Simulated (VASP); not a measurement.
# InSb (F-43m) in VASP: a series of runs

Runs on InSb. Level: PBEsol. Tasks: single point.

Program: VASP 6.6.1. These are calculated values, not measurements. Logs are shortened: lines on timing, memory, paths and dates and some standing lists are left out, and cuts for length are marked.

**The experiment to reproduce.**

From “Electronic Structure and Epitaxy of CdTe Shells on InSb Nanowires”, 2021, arxiv:2111.05126, for a bulk crystal of InSb: band gap 0.24 eV.

The runs below are set against these values where they give the same quantity.

## 1. The cell of the first run

Symmetry: F-43m, No. 216, cubic system. The conventional cell has a = 6.431 Å, b = 6.431 Å, c = 6.431 Å, α = 90.00°, β = 90.00°, γ = 90.00°. In (site symmetry -43m) has 4 Sb at 2.78 Å within 3.7 Å. Sb (site symmetry -43m) has 4 In at 2.78 Å within 3.7 Å.

## 2. Single point, PBEsol (33.25 Å³/atom)

Contents of INCAR:

```
PREC = Accurate ; ENCUT = 520
EDIFF = 1E-6 ; ISMEAR = 0
SIGMA = 0.05 ; LREAL = False
LASPH = True ; NELM = 60
ALGO = Normal ; ISIF = 2
LWAVE = False ; LCHARG = False
GGA = PS ; NBANDS = 16
```

Contents of KPOINTS:

```
regular mesh
0
Gamma
  8 8 8
```

Contents of POSCAR:

```
InSb
1.0
    0.0000000000      3.2157122660      3.2157122660
    3.2157122660      0.0000000000      3.2157122660
    3.2157122660      3.2157122660      0.0000000000
In Sb
1 1
Direct
    0.0000000000      0.0000000000      0.0000000000
    0.7500000000      0.7500000000      0.7500000000
```

Potentials or basis: VASP PAW PBE potentials, release 64 (In_d, Sb).

Run with:

```sh
cat potpaw_PBE.64/In_d/POTCAR potpaw_PBE.64/Sb/POTCAR > POTCAR
mpirun -np 1 vasp_std > vasp.out
```

OUTCAR:

```text
PREC = Accurate
   ENCUT = 520
   EDIFF = 1E-6
   ISMEAR = 0
   LREAL = False
   LASPH = True
   NELM = 60
   ISIF = 2
   GGA = PS

 ion  position               nearest neighbor table
   1  0.000  0.000  0.000-   2 2.78   2 2.78   2 2.78   2 2.78
   2  0.750  0.750  0.750-   1 2.78   1 2.78   1 2.78   1 2.78

  LATTYP: Found a face centered cubic cell.
 ALAT       =     6.4314245320

  Lattice vectors:

 A1 = (   0.0000000000,   3.2157122660,   3.2157122660)
 A2 = (   3.2157122660,   0.0000000000,   3.2157122660)
 A3 = (   3.2157122660,   3.2157122660,   0.0000000000)

Analysis of symmetry for initial positions (statically):
=====================================================================
 Subroutine PRICEL returns:
 Original cell was already a primitive cell.

 Routine SETGRP: Setting up the symmetry group for a
 face centered cubic supercell.

 Subroutine GETGRP returns: Found 24 space group operations
 (whereof 24 operations were pure point group operations)
 out of a pool of 48 trial point group operations.

The static configuration has the point symmetry T_d .

Analysis of symmetry for dynamics (positions and initial velocities):
=====================================================================
 Subroutine PRICEL returns:
 Original cell was already a primitive cell.

 Routine SETGRP: Setting up the symmetry group for a
 face centered cubic supercell.

 Subroutine GETGRP returns: Found 24 space group operations
 (whereof 24 operations were pure point group operations)
 out of a pool of 48 trial point group operations.

The dynamic configuration has the point symmetry T_d .

 Subroutine INISYM returns: Found 24 space group operations
 (whereof 24 operations are pure point group operations),
 and found     1 'primitive' translations

----------------------------------------------------------------------------------------

                                     Primitive cell

  volume of cell :      66.5061

  direct lattice vectors                    reciprocal lattice vectors
     0.000000000  3.215712266  3.215712266    -0.155486548  0.155486548  0.155486548
     3.215712266  0.000000000  3.215712266     0.155486548 -0.155486548  0.155486548
     3.215712266  3.215712266  0.000000000     0.155486548  0.155486548 -0.155486548

  length of vectors
     4.547703899  4.547703899  4.547703899     0.269310601  0.269310601  0.269310601

  position of ions in fractional coordinates (direct lattice)
     0.000000000  0.000000000  0.000000000
     0.750000000  0.750000000  0.750000000

  ion indices of the primitive-cell ions
   primitive index   ion index
                 1           1
                 2           2

----------------------------------------------------------------------------------------

 KPOINTS: regular mesh

Automatic generation of k-mesh.
 Grid dimensions read from file:
 generate k-points for:    8    8    8

 Generating k-lattice:

  Cartesian coordinates                     Fractional coordinates (reciprocal lattice)
    -0.019435819  0.019435819  0.019435819     0.125000000  0.000000000  0.000000000
     0.019435819 -0.019435819  0.019435819     0.000000000  0.125000000  0.000000000
     0.019435819  0.019435819 -0.019435819     0.000000000  0.000000000  0.125000000

  Length of vectors
     0.033663825  0.033663825  0.033663825

  Shift w.r.t. Gamma in fractional coordinates (k-lattice)
     0.000000000  0.000000000  0.000000000

 Subroutine IBZKPT returns following result:
 ===========================================

 Found     29 irreducible k-points:

 Following reciprocal coordinates:
            Coordinates               Weight
  0.000000  0.000000  0.000000      1.000000
  0.125000  0.000000  0.000000      8.000000
  0.250000  0.000000  0.000000      8.000000
  0.375000  0.000000  0.000000      8.000000
  0.500000  0.000000  0.000000      4.000000
  0.125000  0.125000  0.000000      6.000000
[... 16 lines left out ...]
  0.500000  0.250000  0.125000     48.000000
 -0.375000  0.250000  0.125000     24.000000
 [... further k-points ...]
   k-points           NKPTS =     29   k-points in BZ     NKDIM =     29   number of bands    NBANDS=     16
   number of dos      NEDOS =    301   number of ions     NIONS =      2
   total plane-waves  NPLWV =  46656
   dimension x,y,z NGX =    36 NGY =   36 NGZ =   36
   dimension x,y,z NGXF=    72 NGYF=   72 NGZF=   72
   ions per type =               1   1
   NGX,Y,Z   is equivalent  to a cutoff of  13.16, 13.16, 13.16 a.u.
   NGXF,Y,Z  is equivalent  to a cutoff of  26.32, 26.32, 26.32 a.u.
 SYSTEM =  unknown system
   PREC   = accura    normal or accurate (medium, high low for compatibility)
   ISTART =      0    job   : 0-new  1-cont  2-samecut
   ICHARG =      2    charge: 1-file 2-atom 10-const
   ISPIN  =      1    spin polarized calculation?
   LNONCOLLINEAR =      F non collinear calculations
   LSORBIT =      F    spin-orbit coupling
   LASPH  =      T    aspherical Exc in radial PAW
   ENCUT  =  520.0 eV  38.22 Ry    6.18 a.u.   8.46  8.46  8.46*2*pi/ulx,y,z
   NELM   =     60;   NELMIN=  2; NELMDL= -5     # of ELM steps
   EDIFF  = 0.1E-05   stopping-criterion for ELM
   LREAL  =      F    real-space projection
   EDIFFG = 0.1E-04   stopping-criterion for IOM
   NSW    =      0    number of steps for IOM
   IBRION =     -1    ionic relax: 0-MD 1-quasi-New 2-CG
   NFREE  =      0    steps in history (QN), initial steepest desc. (CG)
   ISIF   =      2    stress and relaxation
   ISYM   =      2    0-nonsym 1-usesym 2-fastsym
   POTIM  = 0.5000    time-step for ionic-motion
   TEBEG  =    0.0;   TEEND  =   0.0 temperature during run
   PSTRESS=    0.0 pullay stress
   NELECT =      18.0000    total number of electrons
   NUPDOWN=      -1.0000    fix difference up-down
   EMIN   =  10.00;   EMAX   =-10.00  energy-range for DOS
   EFERMI =   0.00;   METHOD = LEGACY
   ISMEAR =     0;   SIGMA  =   0.05  broadening in eV -4-tet -1-fermi 0-gaus
   EFERMI_NEDOS =   21; number of points for ismear=-14 and -15
   IALGO  =     38    algorithm
   IMIX   =      4    mixing-type and parameters
     AMIX     =   0.40;   BMIX     =  1.00
     AMIX_MAG =   1.60;   BMIX_MAG =  1.00
  volume/ion in A,a.u.               =      33.25       224.40
  Fermi-wavevector in a.u.,A,eV,Ry     =   1.058957  2.001139 15.257447  1.121391
  Thomas-Fermi vector in A             =   2.194286
   LORBIT       =      0    0 simple, 1 ext, 2 COOP (PROOUT), +10 PAW based schemes
   GGA     = PS    functional components
   LHFCALC =     F    Hartree Fock is set to
   AEXX    =    0.0000 exact exchange contribution
   IVDW    =     0    specifies the selected vdW correction
   LEPSILON=     F    determine dielectric tensor
   LRPA    =     F    only Hartree local field effects (RPA)
 non-spin polarized calculation
 Gauss-broadening in eV      SIGMA  =   0.05
  energy-cutoff  :      520.00
  volume of cell :       66.51
 maximum number of plane-waves:      1812
 NGX is ok and might be reduce to    36
   NGX = 17   NGY = 17   NGZ = 17

 number of electron      17.9999999 magnetization

 Free energy of the ion-electron system (eV)
  ---------------------------------------------------
  ext. energy  EPLUGINS =         0.00000000
  ---------------------------------------------------
  free energy    TOTEN  =        -7.67889629 eV

  energy without entropy =       -7.67874564  energy(sigma->0) =       -7.67882097

 E-fermi :   5.2160     XC(G=0):  -8.9631

 val. band max:        5.2008095087   @ k =   0.0000   0.0000   0.0000
 cond. band min:       5.7096418707   @ k =   0.5000   0.0000   0.0000
 fundamental gap:      0.5088323620
 Fermi energy:         5.2160383529

 k-point     1 :       0.0000    0.0000    0.0000
  band No.  band energies     occupation
      1      -9.3925      2.00000
      2      -9.3925      2.00000
      3      -9.3925      2.00000
      4      -9.2995      2.00000
      5      -9.2995      2.00000
      6      -5.6928      2.00000
[... 8 lines left out ...]
     15      13.5311      0.00000
     16      13.5311      0.00000

 k-point     2 :       0.1250    0.0000    0.0000
  band No.  band energies     occupation
      1      -9.4006      2.00000
      2      -9.3890      2.00000
      3      -9.3890      2.00000
      4      -9.2997      2.00000
      5      -9.2997      2.00000
      6      -5.5457      2.00000
[... 8 lines left out ...]
     15      12.6724      0.00000
     16      12.6724      0.00000

 k-point     3 :       0.2500    0.0000    0.0000
  band No.  band energies     occupation
      1      -9.4200      2.00000
      2      -9.3810      2.00000
      3      -9.3810      2.00000
      4      -9.2997      2.00000
      5      -9.2997      2.00000
      6      -5.1318      2.00000
[... 8 lines left out ...]
     15      12.4664      0.00000
     16      12.4664      0.00000

 k-point     4 :       0.3750    0.0000    0.0000
  band No.  band energies     occupation
      1      -9.4388      2.00000
      2      -9.3742      2.00000
      3      -9.3742      2.00000
      4      -9.2985      2.00000
      5      -9.2985      2.00000
      6      -4.5755      2.00000
[... 8 lines left out ...]
     15      13.3100      0.00000
     16      13.3100      0.00000
[... 324 lines left out ...]
 k-point    22 :       0.3750    0.2500    0.1250
  band No.  band energies     occupation
      1      -9.4395      2.00000
      2      -9.3716      2.00000
      3      -9.3688      2.00000
      4      -9.3067      2.00000
      5      -9.2958      2.00000
      6      -4.7779      2.00000
[... 8 lines left out ...]
     15      13.7947      0.00000
     16      14.0633      0.00000

 k-point    23 :       0.5000    0.2500    0.1250
  band No.  band energies     occupation
      1      -9.4521      2.00000
      2      -9.3671      2.00000
      3      -9.3620      2.00000
      4      -9.3060      2.00000
      5      -9.2964      2.00000
      6      -4.2582      2.00000
[... 8 lines left out ...]
     15      13.7451      0.00000
     16      14.6588      0.00000

 k-point    24 :      -0.3750    0.2500    0.1250
  band No.  band energies     occupation
      1      -9.4569      2.00000
      2      -9.3660      2.00000
      3      -9.3594      2.00000
      4      -9.3043      2.00000
      5      -9.2977      2.00000
      6      -3.9681      2.00000
[... 8 lines left out ...]
     15      14.1368      0.00000
     16      14.6875      0.00000

 [... further k-points ...]

------------------------ aborting loop because EDIFF is reached ----------------------------------------

  FORCE on cell =-STRESS in cart. coord.  units (eV):
  Direction    XX          YY          ZZ          XY          YZ          ZX
  --------------------------------------------------------------------------------------
  -------------------------------------------------------------------------------------
  Total        0.8101961      0.8101961      0.8101961      0.0000000      0.0000000      0.0000000
  in kB       19.5181739     19.5181739     19.5181739      0.0000000      0.0000000      0.0000000
  external PRESSURE =      19.5181739 kB  Pullay stress =       0.0000000 kB

 VOLUME and BASIS-vectors are now :
 -----------------------------------------------------------------------------
  energy-cutoff  :      520.00
  volume of cell :       66.51
      direct lattice vectors                 reciprocal lattice vectors
     0.000000000  3.215712266  3.215712266    -0.155486548  0.155486548  0.155486548
     3.215712266  0.000000000  3.215712266     0.155486548 -0.155486548  0.155486548
     3.215712266  3.215712266  0.000000000     0.155486548  0.155486548 -0.155486548

 POSITION                                       TOTAL-FORCE (eV/Angst)
 -----------------------------------------------------------------------------------
      0.00000      0.00000      0.00000        -0.000000      0.000000      0.000000
      4.82357      4.82357      4.82357         0.000000     -0.000000     -0.000000
 -----------------------------------------------------------------------------------
    total drift:                                0.000000      0.000000      0.000000

  FREE ENERGIE OF THE ION-ELECTRON SYSTEM (eV)
  ---------------------------------------------------
  free  energy   TOTEN  =        -7.6788962945 eV

  energy  without entropy=       -7.6787456413  energy(sigma->0) =       -7.67882097
```

Run time: 27 s. Hardware: 1 thread of Intel Xeon 8259CL, shared host; peak memory 0.21 GiB.

What came out:

| Property | Result |
| --- | --- |
| Free energy | -7.6789 eV |
| Pressure | 2.0 GPa |
| Band gap on the k mesh | zero (filled and empty bands touch) |

Levels at points of the mesh, in eV from the Fermi level:
| k point | band 6 | band 7 | band 8 | band 9 | band 10 | band 11 | band 12 | band 13 |
| --- | --- | --- | --- | --- | --- | --- | --- | --- |
| (0.00, 0.00, 0.00) | -10.91 | -0.15 | -0.02 | -0.02 | -0.02 | 2.91 | 2.91 | 2.91 |
| (0.50, 0.00, 0.00) | -9.48 | -5.78 | -1.06 | -1.06 | 0.49 | 3.76 | 3.76 | 5.92 |
| (0.50, 0.50, 0.00) | -8.83 | -6.06 | -2.37 | -2.37 | 1.20 | 1.23 | 8.24 | 8.24 |

Caveat: semilocal functionals underestimate gaps, so a narrow gap can read as zero; the PAW data sets were made with another functional, which shifts forces and pressure a little; spin-orbit coupling is left out, which moves the levels of the heavy elements.

## 3. Single point, PBEsol (33.95 Å³/atom)

This run uses another cell than the first one, of 33.95 Å³/atom.

Contents of INCAR:

```
ALGO = Normal
EDIFF = 1E-7
ENCUT = 520
GGA = PS
ISIF = 2
ISMEAR = 0
LASPH = T
LCHARG = T
LELF = T
LREAL = F
LVHAR = T
LWAVE = F
NBANDS = 16
NELM = 60
PREC = Accurate
SIGMA = 0.05
```

Contents of KPOINTS:

```
k-points
0
Gamma
  8 8 8
```

Contents of POSCAR:

```
InSb
1.0
    0.0000000000      3.2378902928      3.2378902928
    3.2378902928      0.0000000000      3.2378902928
    3.2378902928      3.2378902928      0.0000000000
In Sb
1 1
Direct
    0.0000000000      0.0000000000      0.0000000000
    0.7500000000      0.7500000000      0.7500000000
```

Potentials or basis: VASP PAW PBE potentials, release 64 (In_d, Sb).

Run with:

```sh
cat potpaw_PBE.64/In_d/POTCAR potpaw_PBE.64/Sb/POTCAR > POTCAR
mpirun -np 1 vasp_std > vasp.out
```

Run time: 41 s. Hardware: 1 thread of Intel Xeon 8259CL, shared host; peak memory 0.22 GiB.

It converged, with:

```
Free energy            : -7.6915 eV
Pressure               : 0.9 GPa
Band gap on the k mesh : zero (filled and empty bands touch)
```

Levels at points of the mesh, in eV from the Fermi level:
```tsv
k point	band 5	band 6	band 7	band 8	band 9	band 10	band 11	band 12	band 13	band 14
(0.00, 0.00, 0.00)	-14.47	-10.77	-0.27	-0.02	-0.02	-0.02	2.91	2.91	2.91	5.55
(0.50, 0.00, 0.00)	-14.47	-9.40	-5.68	-1.03	-1.03	0.46	3.76	3.76	5.94	8.17
(0.50, 0.50, 0.00)	-14.46	-8.78	-5.97	-2.30	-2.30	1.24	1.25	8.12	8.12	8.71
```

Caveat: semilocal functionals underestimate gaps, so a narrow gap can read as zero; the PAW data sets were made with another functional, which shifts forces and pressure a little; spin-orbit coupling is left out, which moves the levels of the heavy elements.

[end of part 1 of 2]
